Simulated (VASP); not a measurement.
# Ge (R-3m) in VASP: electric field gradients with PBE

Aim: the electric field gradients of Ge with PBE.

Program: VASP 6.6.1. These are calculated values, not measurements. Logs are shortened: lines on timing, memory, paths and dates and some standing lists are left out, and cuts for length are marked.

### 1 The cell of the first run

The structure is trigonal, space group R-3m (No. 166). Conventional cell: a = 3.920 Å, b = 3.920 Å, c = 10.191 Å, α = 90.00°, β = 90.00°, γ = 120.00°. Ge (site symmetry 3m) has 4 Ge at 2.42 to 2.55 Å within 3.2 Å.

### 2 Electric field gradients, PBE (equal xy, yz and zx shear strains of +4 %)

INCAR reads:

```
SYSTEM = Ge
PREC = Accurate ; ENCUT = 520
EDIFF = 1E-8 ; ISMEAR = -1
SIGMA = 0.05 ; LREAL = .FALSE.
LASPH = .TRUE. ; NELM = 60
ALGO = Normal ; ISIF = 2
LWAVE = .FALSE. ; LCHARG = .FALSE.
GGA = PE ; LEFG = .TRUE.
NBANDS = 21
```

KPOINTS reads:

```
Automatic mesh
0
G
  10 10 10
  0 0 0
```

POSCAR reads:

```
Ge
1.0
    0.1131508000      2.8853454000      2.8853454000
    2.8853454000      0.1131508000      2.8853454000
    2.8853454000      2.8853454000      0.1131508000
Ge
2
Direct
    0.5000000000      0.5000000000      0.5000000000
    0.7500000000      0.7500000000      0.7500000000
```

Potentials or basis: VASP PAW PBE potentials, release 64 (Ge_d).

Started as:

```console
$ cat potpaw_PBE.64/Ge_d/POTCAR > POTCAR
$ mpirun -np 1 vasp_std > vasp.out
```

OUTCAR:

```text
SYSTEM = Ge
   PREC = Accurate
   ENCUT = 520
   EDIFF = 1E-8
   ISMEAR = -1
   LREAL = .FALSE.
   LASPH = .TRUE.
   NELM = 60
   ISIF = 2
   GGA = PE

 ion  position               nearest neighbor table
   1  0.500  0.500  0.500-   2 2.42   2 2.42   2 2.42   2 2.55
   2  0.750  0.750  0.750-   1 2.42   1 2.42   1 2.42   1 2.55

  LATTYP: Found a trigonal (rhomboedric) cell.
 ALAT       =     4.0820631130
 COS(alpha) =     0.5388013830

  Lattice vectors:

 A1 = (   0.1131508000,   2.8853454000,   2.8853454000)
 A2 = (   2.8853454000,   0.1131508000,   2.8853454000)
 A3 = (   2.8853454000,   2.8853454000,   0.1131508000)

Analysis of symmetry for initial positions (statically):
=====================================================================
 Subroutine PRICEL returns:
 Original cell was already a primitive cell.

 Routine SETGRP: Setting up the symmetry group for a
 trigonal (rhombohedral) supercell.

 Subroutine GETGRP returns: Found 12 space group operations
 (whereof  6 operations were pure point group operations)
 out of a pool of 12 trial point group operations.

The static configuration has the point symmetry C_3v.
 The point group associated with its full space group is D_3d.

Analysis of symmetry for dynamics (positions and initial velocities):
=====================================================================
 Subroutine PRICEL returns:
 Original cell was already a primitive cell.

 Routine SETGRP: Setting up the symmetry group for a
 trigonal (rhombohedral) supercell.

 Subroutine GETGRP returns: Found 12 space group operations
 (whereof  6 operations were pure point group operations)
 out of a pool of 12 trial point group operations.

The dynamic configuration has the point symmetry C_3v.
 The point group associated with its full space group is D_3d.

 Subroutine INISYM returns: Found 12 space group operations
 (whereof  6 operations are pure point group operations),
 and found     1 'primitive' translations

----------------------------------------------------------------------------------------

[... 117 lines left out ...]
   GGA     = PE    functional components
   LHFCALC =     F    Hartree Fock is set to
   AEXX    =    0.0000 exact exchange contribution
   IVDW    =     0    specifies the selected vdW correction
   LEPSILON=     F    determine dielectric tensor
   LRPA    =     F    only Hartree local field effects (RPA)
 non-spin polarized calculation
  energy-cutoff  :      520.00
  volume of cell :       45.22
 maximum number of plane-waves:      1240
   NGX = 15   NGY = 15   NGZ = 15

 number of electron      28.0000011 magnetization

 Free energy of the ion-electron system (eV)
  ---------------------------------------------------
  ext. energy  EPLUGINS =         0.00000000
  ---------------------------------------------------
  free energy    TOTEN  =        -8.95100818 eV

  energy without entropy =       -8.95016348  energy(sigma->0) =       -8.95058583

 E-fermi :   4.9844     XC(G=0):  -9.9313

 val. band max:        4.8967750660   @ k =   0.0000   0.0000   0.0000
 cond. band min:       5.0115190946   @ k =   0.5000   0.0000   0.0000
 fundamental gap:      0.1147440286
 Fermi energy:         4.9843761440

 k-point     1 :       0.0000    0.0000    0.0000
  band No.  band energies     occupation
      1     -19.8379      2.00000
      2     -19.8379      2.00000
      3     -19.7812      2.00000
      4     -19.7812      2.00000
      5     -19.7779      2.00000
      6     -19.6085      2.00000
[... 565 lines left out ...]
     20      16.5406      0.00000
     21      16.9430      0.00000

 [... further k-points ...]
[... 5 lines left out ...]
  --------------------------------------------------------------------------------------
  -------------------------------------------------------------------------------------
  Total        1.1700500      1.1700500      1.1700500     -0.8908807     -0.8908807     -0.8908807
  in kB       41.4578338     41.4578338     41.4578338    -31.5661591    -31.5661591    -31.5661591
  external PRESSURE =      41.4578338 kB  Pullay stress =       0.0000000 kB

 VOLUME and BASIS-vectors are now :
 -----------------------------------------------------------------------------
  energy-cutoff  :      520.00
  volume of cell :       45.22
      direct lattice vectors                 reciprocal lattice vectors
     0.113150800  2.885345400  2.885345400    -0.183831029  0.176894009  0.176894009
     2.885345400  0.113150800  2.885345400     0.176894009 -0.183831029  0.176894009
     2.885345400  2.885345400  0.113150800     0.176894009  0.176894009 -0.183831029

 POSITION                                       TOTAL-FORCE (eV/Angst)
 -----------------------------------------------------------------------------------
      2.94192      2.94192      2.94192         0.300688      0.300688      0.300688
      4.41288      4.41288      4.41288        -0.300688     -0.300688     -0.300688
 -----------------------------------------------------------------------------------
    total drift:                                0.000000     -0.000000     -0.000000

  FREE ENERGIE OF THE ION-ELECTRON SYSTEM (eV)
  ---------------------------------------------------
  free  energy   TOTEN  =        -8.9510081792 eV

  energy  without entropy=       -8.9501634768  energy(sigma->0) =       -8.95058583

 Electric field gradients (V/A^2)
---------------------------------------------------------------------
 ion       V_xx      V_yy      V_zz      V_xy      V_xz      V_yz
---------------------------------------------------------------------
   1       0.000    -0.000    -0.000    18.856    18.856    18.856
   2       0.000    -0.000    -0.000    18.856    18.856    18.856
---------------------------------------------------------------------

 Electric field gradients after diagonalization (V/A^2)
 (convention: |V_zz| > |V_xx| > |V_yy|)
----------------------------------------------------------------------
 ion       V_xx      V_yy      V_zz     asymmetry (V_yy - V_xx)/ V_zz
----------------------------------------------------------------------
   1     -18.856   -18.856    37.712       0.000
   2     -18.856   -18.856    37.712       0.000
----------------------------------------------------------------------

           NMR quadrupolar parameters

 Cq : quadrupolar parameter    Cq=e*Q*V_zz/h
 eta: asymmetry parameters     (V_yy - V_xx)/ V_zz
 Q  : nuclear electric quadrupole moment in mb (millibarn)
----------------------------------------------------------------------
 ion       Cq(MHz)       eta       Q (mb)
----------------------------------------------------------------------
   1       0.091       0.000       1.000
   2       0.091       0.000       1.000
----------------------------------------------------------------------
```

Run time: 58 s. Hardware: 1 thread of Intel Xeon Platinum 8488C (Sapphire Rapids), shared host; peak memory 0.22 GiB.

Results:

```
Free energy            : -8.9510 eV
Pressure               : 4.1 GPa
Largest force          : 0.521 eV/Å
Band gap on the k mesh : zero (band 14 reaches 5.05 eV, above the bottom of band 15 at 5.01 eV)
```

Forces on the atoms (eV/Å):
```
Ge   0.301  0.301  0.301
Ge  -0.301 -0.301 -0.301
```

Electric field gradients, principal values (V/Å²):
```
atom    least   middle  greatest (by size)
1 Ge  -18.856  -18.856              37.712
2 Ge  -18.856  -18.856              37.712
```

Caveat: the cell differs from its parent crystal (equal xy, yz and zx shear strains of +4 %); without QUAD_EFG the Cq values of the log hold for a quadrupole moment of 1 mb, not for the nuclei.
